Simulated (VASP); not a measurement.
# PbS in VASP: notebook, part 2 of 2

VASP 6.6.1.

## 7. Single point, pbesol exchange, lyp correlation

INCAR reads:

```
SYSTEM = PbS
PREC = Accurate ; ENCUT = 500
EDIFF = 1E-6 ; ISMEAR = 0
SIGMA = 0.01 ; LREAL = .False.
LASPH = .True. ; NELM = 120
ALGO = Normal ; ISIF = 2
LWAVE = .False. ; LCHARG = .False.
GGA = LIBXC ; LIBXC1 = GGA_X_PBE_SOL
LIBXC2 = GGA_C_LYP ; NBANDS = 28
GGA_COMPAT = .False.
```

KPOINTS reads:

```
Automatic mesh
0
Gamma
  3 7 7
  0 0 0
```

POSCAR reads:

```
PbS
1.0
   11.2982770000      0.0000000000      0.0000000000
    0.0000000000      4.2501050000      0.0000000000
    0.0000000000      0.0025539596      4.2501042326
Pb S
2 2
Direct
    0.6245814000      0.2566380300      0.7566380300
    0.3754186000      0.7566380300      0.2566380300
    0.6136752500      0.7643619700      0.2643619700
    0.3863247500      0.2643619700      0.7643619700
```

Potentials or basis: VASP PAW PBE potentials, release 64 (Pb_d, S).

Launch:

```
$ cat potpaw_PBE.64/Pb_d/POTCAR potpaw_PBE.64/S/POTCAR > POTCAR
$ mpirun -np 1 vasp_std > vasp.out
```

OUTCAR:

```text
SYSTEM = PbS
   PREC = Accurate
   ENCUT = 500
   EDIFF = 1E-6
   ISMEAR = 0
   LREAL = .False.
   LASPH = .True.
   NELM = 120
   ISIF = 2
   GGA = LIBXC

 ion  position               nearest neighbor table
   1  0.625  0.257  0.757-   4 2.69   3 2.96   3 3.01   3 3.01   3 3.06   2 4.12   2 4.12   2 4.12
                             2 4.12
   2  0.375  0.757  0.257-   3 2.69   4 2.96   4 3.01   4 3.01   4 3.06   1 4.12   1 4.12   1 4.12
                             1 4.12
   3  0.614  0.764  0.264-   2 2.69   1 2.96   1 3.01   1 3.01   1 3.06
   4  0.386  0.264  0.764-   1 2.69   2 2.96   2 3.01   2 3.01   2 3.06

  LATTYP: Found a base centered orthorhombic cell.
 ALAT       =     6.0087499389
 B/A-ratio  =     1.0006010975
 C/A-ratio  =     1.8803040757

  Lattice vectors:

 A1 = (   0.0000000000,  -0.0025539596,  -4.2501042326)
 A2 = (   0.0000000000,   4.2501050000,   0.0000000000)
 A3 = (  11.2982770000,   0.0000000000,   0.0000000000)

Analysis of symmetry for initial positions (statically):
=====================================================================
 Subroutine PRICEL returns:
 Original cell was already a primitive cell.

 Routine SETGRP: Setting up the symmetry group for a
 base centered orthorhombic supercell.

 Subroutine GETGRP returns: Found  4 space group operations
 (whereof  2 operations were pure point group operations)
 out of a pool of  8 trial point group operations.

The static configuration has the point symmetry C_2 .
 The point group associated with its full space group is C_2v.

Analysis of symmetry for dynamics (positions and initial velocities):
=====================================================================
 Subroutine PRICEL returns:
 Original cell was already a primitive cell.

 Routine SETGRP: Setting up the symmetry group for a
 base centered orthorhombic supercell.

 Subroutine GETGRP returns: Found  4 space group operations
 (whereof  2 operations were pure point group operations)
 out of a pool of  8 trial point group operations.

The dynamic configuration has the point symmetry C_2 .
 The point group associated with its full space group is C_2v.

 Subroutine INISYM returns: Found  4 space group operations
 (whereof  2 operations are pure point group operations),
 and found     1 'primitive' translations

----------------------------------------------------------------------------------------

                                     Primitive cell

  volume of cell :     204.0852

  direct lattice vectors                    reciprocal lattice vectors
    11.298277000  0.000000000  0.000000000     0.088509071  0.000000000  0.000000000
     0.000000000  4.250105000  0.000000000     0.000000000  0.235288305 -0.000141389
     0.000000000  0.002553960  4.250104233     0.000000000  0.000000000  0.235288347

  length of vectors
    11.298277000  4.250105000  4.250105000     0.088509071  0.235288347  0.235288347

  position of ions in fractional coordinates (direct lattice)
     0.624581400  0.256638030  0.756638030
     0.375418600  0.756638030  0.256638030
     0.613675250  0.764361970  0.264361970
     0.386324750  0.264361970  0.764361970

  ion indices of the primitive-cell ions
   primitive index   ion index
                 1           1
                 2           2
                 3           3
                 4           4

----------------------------------------------------------------------------------------

 KPOINTS: Automatic mesh

Automatic generation of k-mesh.
 Grid dimensions read from file:
 generate k-points for:    3    7    7

 Generating k-lattice:

  Cartesian coordinates                     Fractional coordinates (reciprocal lattice)
     0.029503024  0.000000000  0.000000000     0.333333333  0.000000000  0.000000000
     0.000000000  0.033612615 -0.000020198     0.000000000  0.142857143  0.000000000
     0.000000000  0.000000000  0.033612621     0.000000000  0.000000000  0.142857143

  Length of vectors
     0.029503024  0.033612621  0.033612621

  Shift w.r.t. Gamma in fractional coordinates (k-lattice)
     0.000000000  0.000000000  0.000000000

 Subroutine IBZKPT returns following result:
 ===========================================

 Found     32 irreducible k-points:

 Following reciprocal coordinates:
            Coordinates               Weight
  0.000000  0.000000  0.000000      1.000000
  0.333333  0.000000  0.000000      2.000000
  0.000000  0.142857  0.000000      4.000000
  0.333333  0.142857  0.000000      8.000000
  0.000000  0.285714  0.000000      4.000000
  0.333333  0.285714  0.000000      8.000000
[... 16 lines left out ...]
  0.000000  0.428571  0.285714      4.000000
  0.333333  0.428571  0.285714      8.000000
 [... further k-points ...]
   k-points           NKPTS =     32   k-points in BZ     NKDIM =     32   number of bands    NBANDS=     28
   number of dos      NEDOS =    301   number of ions     NIONS =      4
   total plane-waves  NPLWV =  86016
   dimension x,y,z NGX =    84 NGY =   32 NGZ =   32
   dimension x,y,z NGXF=   168 NGYF=   64 NGZF=   64
   ions per type =               2   2
   NGX,Y,Z   is equivalent  to a cutoff of  12.36, 12.52, 12.52 a.u.
   NGXF,Y,Z  is equivalent  to a cutoff of  24.72, 25.03, 25.03 a.u.
 SYSTEM =  PbS
   PREC   = accura    normal or accurate (medium, high low for compatibility)
   ISTART =      0    job   : 0-new  1-cont  2-samecut
   ICHARG =      2    charge: 1-file 2-atom 10-const
   ISPIN  =      1    spin polarized calculation?
   LNONCOLLINEAR =      F non collinear calculations
   LSORBIT =      F    spin-orbit coupling
   LASPH  =      T    aspherical Exc in radial PAW
   ENCUT  =  500.0 eV  36.75 Ry    6.06 a.u.  20.60  7.75  7.75*2*pi/ulx,y,z
   NELM   =    120;   NELMIN=  2; NELMDL= -5     # of ELM steps
   EDIFF  = 0.1E-05   stopping-criterion for ELM
   LREAL  =      F    real-space projection
   EDIFFG = 0.1E-04   stopping-criterion for IOM
   NSW    =      0    number of steps for IOM
   IBRION =     -1    ionic relax: 0-MD 1-quasi-New 2-CG
   NFREE  =      0    steps in history (QN), initial steepest desc. (CG)
   ISIF   =      2    stress and relaxation
   ISYM   =      2    0-nonsym 1-usesym 2-fastsym
   POTIM  = 0.5000    time-step for ionic-motion
   TEBEG  =    0.0;   TEEND  =   0.0 temperature during run
   PSTRESS=    0.0 pullay stress
   NELECT =      40.0000    total number of electrons
   NUPDOWN=      -1.0000    fix difference up-down
   EMIN   =  10.00;   EMAX   =-10.00  energy-range for DOS
   EFERMI =   0.00;   METHOD = LEGACY
   ISMEAR =     0;   SIGMA  =   0.01  broadening in eV -4-tet -1-fermi 0-gaus
   EFERMI_NEDOS =   21; number of points for ismear=-14 and -15
   IALGO  =     38    algorithm
   IMIX   =      4    mixing-type and parameters
     AMIX     =   0.40;   BMIX     =  1.00
     AMIX_MAG =   1.60;   BMIX_MAG =  1.00
  volume/ion in A,a.u.               =      51.02       344.31
  Fermi-wavevector in a.u.,A,eV,Ry     =   0.950950  1.797035 12.303828  0.904306
  Thomas-Fermi vector in A             =   2.079375
   LORBIT       =      0    0 simple, 1 ext, 2 COOP (PROOUT), +10 PAW based schemes
   GGA     = LIBXC    functional components
   LHFCALC =     F    Hartree Fock is set to
   AEXX    =    0.0000 exact exchange contribution
   IVDW    =     0    specifies the selected vdW correction
   LEPSILON=     F    determine dielectric tensor
   LRPA    =     F    only Hartree local field effects (RPA)
 non-spin polarized calculation
 Gauss-broadening in eV      SIGMA  =   0.01
  energy-cutoff  :      500.00
  volume of cell :      204.09
 maximum number of plane-waves:      5201
 NGX is ok and might be reduce to    84
   NGX = 41   NGY = 15   NGZ = 15

 number of electron      39.9999997 magnetization

 Free energy of the ion-electron system (eV)
  ---------------------------------------------------
  ext. energy  EPLUGINS =         0.00000000
  ---------------------------------------------------
  free energy    TOTEN  =       -17.02803604 eV

  energy without entropy =      -17.02803604  energy(sigma->0) =      -17.02803604

 E-fermi :   0.7681     XC(G=0):  -5.7086

 val. band max:        0.6870658019   @ k =   0.3333   0.4286   0.0000
 cond. band min:       2.3104761175   @ k =   0.3333   0.4286   0.0000
 fundamental gap:      1.6234103156
 Fermi energy:         0.7680899394

 k-point     1 :       0.0000    0.0000    0.0000
  band No.  band energies     occupation
      1     -15.5454      2.00000
      2     -15.4461      2.00000
      3     -15.4284      2.00000
      4     -15.4243      2.00000
      5     -15.4118      2.00000
      6     -15.4042      2.00000
[... 733 lines left out ...]
     27       6.5832      0.00000
     28       6.8069      0.00000

 [... further k-points ...]
[... 5 lines left out ...]
  --------------------------------------------------------------------------------------
  -------------------------------------------------------------------------------------
  Total        0.0447401      0.0444961      0.0444944      0.0000000      0.0014698      0.0000000
  in kB        0.3512338      0.3493184      0.3493045      0.0000000      0.0115389      0.0000000
  external PRESSURE =       0.3499522 kB  Pullay stress =       0.0000000 kB

 VOLUME and BASIS-vectors are now :
 -----------------------------------------------------------------------------
  energy-cutoff  :      500.00
  volume of cell :      204.09
      direct lattice vectors                 reciprocal lattice vectors
    11.298277000  0.000000000  0.000000000     0.088509071  0.000000000  0.000000000
     0.000000000  4.250105000  0.000000000     0.000000000  0.235288305 -0.000141389
     0.000000000  0.002553960  4.250104233     0.000000000  0.000000000  0.235288347

 POSITION                                       TOTAL-FORCE (eV/Angst)
 -----------------------------------------------------------------------------------
      7.05669      1.09267      3.21579         0.028878      0.001704      0.001703
      4.24158      3.21645      1.09074        -0.028878      0.001704      0.001703
      6.93347      3.24929      1.12357         0.007382     -0.001704     -0.001703
      4.36480      1.12552      3.24862        -0.007382     -0.001704     -0.001703
 -----------------------------------------------------------------------------------
    total drift:                                0.000000     -0.000544     -0.000541

  FREE ENERGIE OF THE ION-ELECTRON SYSTEM (eV)
  ---------------------------------------------------
  free  energy   TOTEN  =       -17.0280360374 eV

  energy  without entropy=      -17.0280360374  energy(sigma->0) =      -17.02803604
```

It took 2.2 min on 1 thread of Intel Xeon Platinum 8488C (Sapphire Rapids), shared host; peak memory 0.36 GiB.

Results:

```yaml
Free_energy: -17.0280 eV
Largest_force: 0.029 eV/Å
Band_gap_on_the_k_mesh: 1.62 eV
```

Forces in eV/Å, atoms in the order of the input:
```
Pb   0.029  0.002  0.002
Pb  -0.029  0.002  0.002
S    0.007 -0.002 -0.002
S   -0.007 -0.002 -0.002
```

Caveat: the PAW data sets were made with another functional, which shifts forces and pressure a little; spin-orbit coupling is left out, which moves the levels of the heavy elements.

## 8. Summary

| k mesh | gap on the mesh (eV) | largest force (eV/Å) |
| --- | --- | --- |
| 1 × 2 × 2 | 1.98 | 0.94 |
| 1 × 3 × 3 | 2.15 | 0.23 |
| 2 × 3 × 3 | 1.94 | 0.23 |
| 2 × 4 × 4 | 1.94 | 0.05 |
| 2 × 5 × 5 | 1.67 | 0.03 |
| 3 × 7 × 7 | 1.62 | 0.03 |

Alike in all rows: task single point; level pbesol exchange, lyp correlation; potentials or basis VASP PAW PBE potentials, release 64 (Pb_d, S); no spin polarisation; cell as given; cutoff (eV) 500; smearing gaussian 0.01 eV.

Caveats: some runs use coarse meshes; the PAW data sets were made with another functional, which shifts forces and pressure a little; spin-orbit coupling is left out, which moves the levels of the heavy elements.

Total energies depend on the potentials used, so only differences within one code and one set of settings carry meaning.
